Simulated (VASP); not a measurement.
# Be (P6_3/mmc) in VASP: notebook, part 2 of 3

VASP 6.6.1. The steps go on from the part before.

## (3) Single point, PBE+D3(BJ) (8.17 Å³/atom)

This run uses another cell than the first one, of 8.17 Å³/atom.

File INCAR:

```
ALGO = Fast
EDIFF = 1E-6
ENCUT = 520
GGA = PE
ISIF = 2
ISMEAR = 0
IVDW = 12
LASPH = T
LCHARG = F
LREAL = F
LWAVE = F
NBANDS = 9
NELM = 80
PREC = Accurate
SIGMA = 0.1
```

File KPOINTS:

```
k-points
0
Gamma
  21 21 12
```

File POSCAR:

```
Be
1.0
    2.2889957126      0.0000000000      0.0000000000
   -1.1444978563      1.9823284362      0.0000000000
    0.0000000000      0.0000000000      3.6025768256
Be
2
Direct
    0.3333333333      0.6666666667      0.2500000000
    0.6666666667      0.3333333333      0.7500000000
```

Potentials or basis: VASP PAW PBE potentials, release 64 (Be).

Started as:

```console
$ cat potpaw_PBE.64/Be/POTCAR > POTCAR
$ mpirun -np 1 vasp_std > vasp.out
```

OUTCAR:

```text
EDIFF = 1E-6
   ENCUT = 520
   GGA = PE
   ISIF = 2
   ISMEAR = 0
   IVDW = 12
   LASPH = T
   LREAL = F
   NELM = 80
   PREC = Accurate
 IVDW          = 12

 ion  position               nearest neighbor table
   1  0.333  0.667  0.250-   2 2.23   2 2.23   2 2.23   2 2.23   2 2.23   2 2.23
   2  0.667  0.333  0.750-   1 2.23   1 2.23   1 2.23   1 2.23   1 2.23   1 2.23

  LATTYP: Found a hexagonal cell.
 ALAT       =     2.2889957126
 C/A-ratio  =     1.5738678783

  Lattice vectors:

 A1 = (   2.2889957126,   0.0000000000,   0.0000000000)
 A2 = (  -1.1444978563,   1.9823284362,   0.0000000000)
 A3 = (   0.0000000000,   0.0000000000,   3.6025768256)

Analysis of symmetry for initial positions (statically):
=====================================================================
 Subroutine PRICEL returns:
 Original cell was already a primitive cell.

 Routine SETGRP: Setting up the symmetry group for a
 hexagonal supercell.

 Subroutine GETGRP returns: Found 24 space group operations
 (whereof 12 operations were pure point group operations)
 out of a pool of 24 trial point group operations.

The static configuration has the point symmetry D_3d.
 The point group associated with its full space group is D_6h.

Analysis of symmetry for dynamics (positions and initial velocities):
=====================================================================
 Subroutine PRICEL returns:
 Original cell was already a primitive cell.

 Routine SETGRP: Setting up the symmetry group for a
 hexagonal supercell.

 Subroutine GETGRP returns: Found 24 space group operations
 (whereof 12 operations were pure point group operations)
 out of a pool of 24 trial point group operations.

The dynamic configuration has the point symmetry D_3d.
 The point group associated with its full space group is D_6h.

 Subroutine INISYM returns: Found 24 space group operations
 (whereof 12 operations are pure point group operations),
 and found     1 'primitive' translations

----------------------------------------------------------------------------------------

                                     Primitive cell

  volume of cell :      16.3468

  direct lattice vectors                    reciprocal lattice vectors
     2.288995713  0.000000000  0.000000000     0.436872815  0.252228637  0.000000000
    -1.144497856  1.982328436  0.000000000     0.000000000  0.504457274  0.000000000
     0.000000000  0.000000000  3.602576826     0.000000000  0.000000000  0.277579091

  length of vectors
     2.288995713  2.288995713  3.602576826     0.504457274  0.504457274  0.277579091

  position of ions in fractional coordinates (direct lattice)
     0.333333333  0.666666667  0.250000000
     0.666666667  0.333333333  0.750000000

  ion indices of the primitive-cell ions
   primitive index   ion index
                 1           1
                 2           2

----------------------------------------------------------------------------------------

 KPOINTS: k-points

Automatic generation of k-mesh.
 Grid dimensions read from file:
[... 24 lines left out ...]
  0.095238  0.000000  0.000000      6.000000
  0.142857  0.000000  0.000000      6.000000
  0.190476  0.000000  0.000000      6.000000
  0.238095 -0.000000  0.000000      6.000000
[... 16 lines left out ...]
  0.142857  0.095238  0.000000     12.000000
  0.190476  0.095238  0.000000     12.000000
 [... further k-points ...]
   k-points           NKPTS =    336   k-points in BZ     NKDIM =    336   number of bands    NBANDS=      9
   number of dos      NEDOS =    301   number of ions     NIONS =      2
   total plane-waves  NPLWV =   9072
   dimension x,y,z NGX =    18 NGY =   18 NGZ =   28
   dimension x,y,z NGXF=    36 NGYF=   36 NGZF=   56
   ions per type =               2
   NGX,Y,Z   is equivalent  to a cutoff of  13.07, 13.07, 12.92 a.u.
   NGXF,Y,Z  is equivalent  to a cutoff of  26.15, 26.15, 25.84 a.u.
 SYSTEM =  unknown system
   PREC   = accura    normal or accurate (medium, high low for compatibility)
   ISTART =      0    job   : 0-new  1-cont  2-samecut
   ICHARG =      2    charge: 1-file 2-atom 10-const
   ISPIN  =      1    spin polarized calculation?
   LNONCOLLINEAR =      F non collinear calculations
   LSORBIT =      F    spin-orbit coupling
   LASPH  =      T    aspherical Exc in radial PAW
   ENCUT  =  520.0 eV  38.22 Ry    6.18 a.u.   4.26  4.26  6.70*2*pi/ulx,y,z
   NELM   =     80;   NELMIN=  2; NELMDL= -5     # of ELM steps
   EDIFF  = 0.1E-05   stopping-criterion for ELM
   LREAL  =      F    real-space projection
   EDIFFG = 0.1E-04   stopping-criterion for IOM
   NSW    =      0    number of steps for IOM
   IBRION =     -1    ionic relax: 0-MD 1-quasi-New 2-CG
   NFREE  =      0    steps in history (QN), initial steepest desc. (CG)
   ISIF   =      2    stress and relaxation
   ISYM   =      2    0-nonsym 1-usesym 2-fastsym
   POTIM  = 0.5000    time-step for ionic-motion
   TEBEG  =    0.0;   TEEND  =   0.0 temperature during run
   PSTRESS=    0.0 pullay stress
   NELECT =       4.0000    total number of electrons
   NUPDOWN=      -1.0000    fix difference up-down
   EMIN   =  10.00;   EMAX   =-10.00  energy-range for DOS
   EFERMI =   0.00;   METHOD = LEGACY
   ISMEAR =     0;   SIGMA  =   0.10  broadening in eV -4-tet -1-fermi 0-gaus
   EFERMI_NEDOS =   21; number of points for ismear=-14 and -15
   IALGO  =     68    algorithm
   IMIX   =      4    mixing-type and parameters
     AMIX     =   0.40;   BMIX     =  1.00
     AMIX_MAG =   1.60;   BMIX_MAG =  1.00
  volume/ion in A,a.u.               =       8.17        55.16
  Fermi-wavevector in a.u.,A,eV,Ry     =   1.023961  1.935006 14.265665  1.048497
  Thomas-Fermi vector in A             =   2.157723
   LORBIT       =      0    0 simple, 1 ext, 2 COOP (PROOUT), +10 PAW based schemes
   GGA     = PE    functional components
   LHFCALC =     F    Hartree Fock is set to
   AEXX    =    0.0000 exact exchange contribution
   IVDW    =    12    specifies the selected vdW correction
   LEPSILON=     F    determine dielectric tensor
   LRPA    =     F    only Hartree local field effects (RPA)
 non-spin polarized calculation
 RMM-DIIS sequential band-by-band and
 Gauss-broadening in eV      SIGMA  =   0.10
  energy-cutoff  :      520.00
  volume of cell :       16.35
 maximum number of plane-waves:       461
 NGX is ok and might be reduce to    18
   NGX =  9   NGY =  9   NGZ = 13

 number of electron       4.0000000 magnetization

 Free energy of the ion-electron system (eV)
  ---------------------------------------------------
  ext. energy  EPLUGINS =         0.00000000
  ---------------------------------------------------
  free energy    TOTEN  =        -7.52445937 eV

  energy without entropy =       -7.52285388  energy(sigma->0) =       -7.52365663

 E-fermi :   6.7952     XC(G=0): -10.4968

 val. band max:        6.7596577276   @ k =   0.2857   0.2381   0.0833
 cond. band min:       6.7964576260   @ k =   0.3333   0.2857   0.0833
 fundamental gap:      0.0367998984
 Fermi energy:         6.7952181842

 k-point     1 :       0.0000    0.0000    0.0000
  band No.  band energies     occupation
      1      -4.4130      2.00000
      2       2.4369      2.00000
      3       7.7655      0.00000
      4      22.3289      0.00000
      5      22.3289      0.00000
      6      25.1123      0.00000
      7      25.1123      0.00000
      8      27.1322      0.00000
      9      33.3115      0.00000
[... 265 lines left out ...]
 k-point    24 :       0.1905    0.0952    0.0000
  band No.  band energies     occupation
      1      -2.6064      2.00000
      2       4.7608      2.00000
      3       8.1234      0.00000
      4      14.7394      0.00000
      5      16.9455      0.00000
      6      22.6438      0.00000
      7      23.2990      0.00000
      8      24.2786      0.00000
      9      28.0425      0.00000

 [... further k-points ...]

------------------------ aborting loop because EDIFF is reached ----------------------------------------

 Edisp (eV)   -0.68607

 E8    (eV) :    -0.2374

  FORCE on cell =-STRESS in cart. coord.  units (eV):
  Direction    XX          YY          ZZ          XY          YZ          ZX
  --------------------------------------------------------------------------------------
  -------------------------------------------------------------------------------------
  Total      -1.09158    -1.09158    -1.09238     0.00000     0.00000     0.00000
  in kB    -106.98735  -106.98735  -107.06541     0.00000     0.00000     0.00000
  external pressure =     -107.01 kB  Pullay stress =        0.00 kB

 VOLUME and BASIS-vectors are now :
 -----------------------------------------------------------------------------
  energy-cutoff  :      520.00
  volume of cell :       16.35
      direct lattice vectors                 reciprocal lattice vectors
     2.288995713  0.000000000  0.000000000     0.436872815  0.252228637  0.000000000
    -1.144497856  1.982328436  0.000000000     0.000000000  0.504457274  0.000000000
     0.000000000  0.000000000  3.602576826     0.000000000  0.000000000  0.277579091

 POSITION                                       TOTAL-FORCE (eV/Angst)
 -----------------------------------------------------------------------------------
     -0.00000      1.32155      0.90064         0.000000      0.000000      0.000000
      1.14450      0.66078      2.70193        -0.000000     -0.000000      0.000000
 -----------------------------------------------------------------------------------
    total drift:                                0.000000     -0.000000      0.000000

  FREE ENERGIE OF THE ION-ELECTRON SYSTEM (eV)
  ---------------------------------------------------
  free  energy   TOTEN  =        -8.2105297441 eV

  energy  without entropy=       -8.2089242473  energy(sigma->0) =       -8.20972700
```

OSZICAR:

```text
N       E                     dE             d eps       ncg     rms          rms(c)
DAV:   1    -0.279593481011E+01   -0.27959E+01   -0.17704E+03  6112   0.365E+02
DAV:   2    -0.752264455270E+01   -0.47267E+01   -0.45679E+01  9111   0.536E+01
DAV:   3    -0.758323338228E+01   -0.60589E-01   -0.59992E-01  6867   0.399E+00
DAV:   4    -0.758334264243E+01   -0.10926E-03   -0.10925E-03  7566   0.172E-01
DAV:   5    -0.758334269474E+01   -0.52310E-07   -0.53158E-07  6648   0.361E-03    0.118E+00
RMM:   6    -0.754158290661E+01    0.41760E-01   -0.43813E-03  6165   0.688E-01    0.723E-01
RMM:   7    -0.752445743093E+01    0.17125E-01   -0.56717E-03  6297   0.690E-01    0.245E-02
RMM:   8    -0.752445875210E+01   -0.13212E-05   -0.31920E-04  6786   0.169E-01    0.100E-02
RMM:   9    -0.752446297874E+01   -0.42266E-05   -0.12656E-05  7109   0.225E-02    0.289E-03
RMM:  10    -0.752446005625E+01    0.29225E-05   -0.89239E-07  6505   0.597E-03    0.156E-03
RMM:  11    -0.752445937467E+01    0.68158E-06   -0.34396E-08  5688   0.141E-03
   1 F= -.82105297E+01 E0= -.82097270E+01  d E =-.160550E-02
```

stdout:

```text
POSCAR found type information on POSCAR Be
 POSCAR found :  1 types and       2 ions
 scaLAPACK will be used
 LDA part: xc-table for (Slater+PW92), standard interpolation
 POSCAR, INCAR and KPOINTS ok, starting setup
 FFT: planning ... GRIDC
 FFT: planning ... GRID_SOFT
 FFT: planning ... GRID
 WAVECAR not read
 entering main loop
```

Wall time 15 s (1 thread of Intel Xeon 6975P-C (Granite Rapids), shared host); peak memory 0.16 GiB.

What came out:

```
Free energy                : -8.2105 eV
Pressure                   : -10.7 GPa
Band gap on the k mesh     : zero (bands 2 and 3 overlap by 2.05 eV)
Dispersion energy per atom : -0.343 eV
```

Caveat: the cell stands under tension.

## (4) Relaxation of shape and atoms at fixed volume, PBE+D3(BJ) (6.54 Å³/atom)

This run uses another cell than the first one, of 6.54 Å³/atom.

File INCAR:

```
PREC     = Accurate       # precision mode
ENCUT    = 600            # plane-wave cutoff, eV
EDIFF    = 1E-6           # SCF threshold, eV
ISMEAR   = 0              # smearing method
SIGMA    = 0.1            # smearing width, eV
LREAL    = False          # projectors in reciprocal space
LASPH    = True           # aspherical terms in the spheres
NELM     = 60             # most SCF steps
ALGO     = Fast           # electronic algorithm
ISIF     = 4              # what is computed and relaxed
LWAVE    = False          # write WAVECAR
LCHARG   = False          # write CHGCAR
GGA      = PE             # functional
IVDW     = 12             # dispersion correction
IBRION   = 2              # ionic algorithm
NSW      = 50             # ionic steps
EDIFFG   = -0.01          # ionic threshold
```

File KPOINTS:

```
regular mesh
0
Gamma
  21 21 12
```

File POSCAR:

```
Be
1.0
    2.1193214416      0.0000000000      0.0000000000
   -1.0596607208      1.8353862073      0.0000000000
    0.0000000000      0.0000000000      3.3620141147
Be
2
Direct
    0.3333333333      0.6666666667      0.2500000000
    0.6666666667      0.3333333333      0.7500000000
```

Potentials or basis: VASP PAW PBE potentials, release 64 (Be).

Started as:

```console
$ cat potpaw_PBE.64/Be/POTCAR > POTCAR
$ mpirun -np 1 vasp_std > vasp.out
```

OUTCAR:

```text
PREC = Accurate
   ENCUT = 600
   EDIFF = 1E-6
   ISMEAR = 0
   LREAL = False
   LASPH = True
   NELM = 60
   ISIF = 4
   GGA = PE
   IVDW = 12
   IBRION = 2
   NSW = 50
   EDIFFG = -0.01
 IVDW          = 12

 ion  position               nearest neighbor table
   1  0.333  0.667  0.250-   2 2.08   2 2.08   2 2.08   2 2.08   2 2.08   2 2.08
   2  0.667  0.333  0.750-   1 2.08   1 2.08   1 2.08   1 2.08   1 2.08   1 2.08

  LATTYP: Found a hexagonal cell.
 ALAT       =     2.1193214416
 C/A-ratio  =     1.5863634693

  Lattice vectors:

 A1 = (   2.1193214416,   0.0000000000,   0.0000000000)
 A2 = (  -1.0596607208,   1.8353862073,   0.0000000000)
 A3 = (   0.0000000000,   0.0000000000,   3.3620141147)

Analysis of symmetry for initial positions (statically):
=====================================================================
 Subroutine PRICEL returns:
 Original cell was already a primitive cell.

 Routine SETGRP: Setting up the symmetry group for a
 hexagonal supercell.

 Subroutine GETGRP returns: Found 24 space group operations
 (whereof 12 operations were pure point group operations)
[... 222 lines left out ...]
 cond. band min:       8.8197850722   @ k =   0.3333   0.2857   0.0833
 fundamental gap:      0.1074488093
 Fermi energy:         8.7392460893

 k-point     1 :       0.0000    0.0000    0.0000
  band No.  band energies     occupation
      1      -3.7208      2.00000
      2       3.4255      2.00000
      3      10.3570      0.00000
      4      27.4433      0.00000
      5      27.4433      0.00000
      6      30.6375      0.00000
[... 199 lines left out ...]
 k-point    24 :       0.1905    0.0952    0.0000
  band No.  band energies     occupation
      1      -1.7601      2.00000
      2       6.1585      2.00000
      3      10.3658      0.00000
      4      18.3611      0.00000
      5      21.1574      0.00000
      6      27.4156      0.00000

 [... further k-points ...]

------------------------ aborting loop because EDIFF is reached ----------------------------------------

 Edisp (eV)   -0.86424

 E8    (eV) :    -0.3003

  FORCE on cell =-STRESS in cart. coord.  units (eV):
  Direction    XX          YY          ZZ          XY          YZ          ZX
  --------------------------------------------------------------------------------------
  -------------------------------------------------------------------------------------
  Total       1.74182     1.74182     1.73906     0.00000    -0.00000     0.00000
  in kB     213.39755   213.39755   213.06010     0.00000    -0.00000     0.00000
  external pressure =      213.29 kB  Pullay stress =        0.00 kB

 VOLUME and BASIS-vectors are now :
 -----------------------------------------------------------------------------
  energy-cutoff  :      600.00
  volume of cell :       13.08
      direct lattice vectors                 reciprocal lattice vectors
     2.118376337  0.000000000  0.000000000     0.472059654  0.272543768 -0.000000000
    -1.059188169  1.834567723 -0.000000000     0.000000000  0.545087536 -0.000000000
     0.000000000  0.000000000  3.365014679     0.000000000  0.000000000  0.297175524

 POSITION                                       TOTAL-FORCE (eV/Angst)
 -----------------------------------------------------------------------------------
     -0.00000      1.22305      0.84125        -0.000000      0.000000      0.000000
      1.05919      0.61152      2.52376         0.000000     -0.000000      0.000000
 -----------------------------------------------------------------------------------
    total drift:                                0.000000     -0.000000      0.000000

  FREE ENERGIE OF THE ION-ELECTRON SYSTEM (eV)
  ---------------------------------------------------
  free  energy   TOTEN  =        -8.1535783283 eV

  energy  without entropy=       -8.1524241853  energy(sigma->0) =       -8.15300126

 reached required accuracy - stopping structural energy minimisation
```

It took 13 s on 1 thread of Intel Xeon 6975P-C (Granite Rapids), shared host; peak memory 0.15 GiB.

Results:

```yaml
Free_energy: -8.1536 eV
Energy_gained_by_relaxing: 0.0 meV/atom
Ionic_steps: 2
Pressure_after_relaxing: 21.3 GPa
Band_gap_on_the_k_mesh: zero (bands 2 and 3 overlap by 2.29 eV)
Dispersion_energy_per_atom: -0.432 eV
```

Final structure:
```
Be
1.0
     2.11838    0.00000    0.00000
    -1.05919    1.83457    0.00000
     0.00000    0.00000    3.36501
Be
2
Direct
  0.33333 0.66667 0.25000
  0.66667 0.33333 0.75000
```

Levels at points of the mesh, in eV from the Fermi level:
| k point | band 1 | band 2 | band 3 | band 4 | band 5 |
| --- | --- | --- | --- | --- | --- |
| (0.00, 0.00, 0.00) | -12.46 | -5.31 | 1.62 | 18.70 | 18.70 |
| (0.00, 0.00, 0.50) | -10.18 | -10.18 | 12.05 | 12.05 | 20.60 |

[end of part 2 of 3]
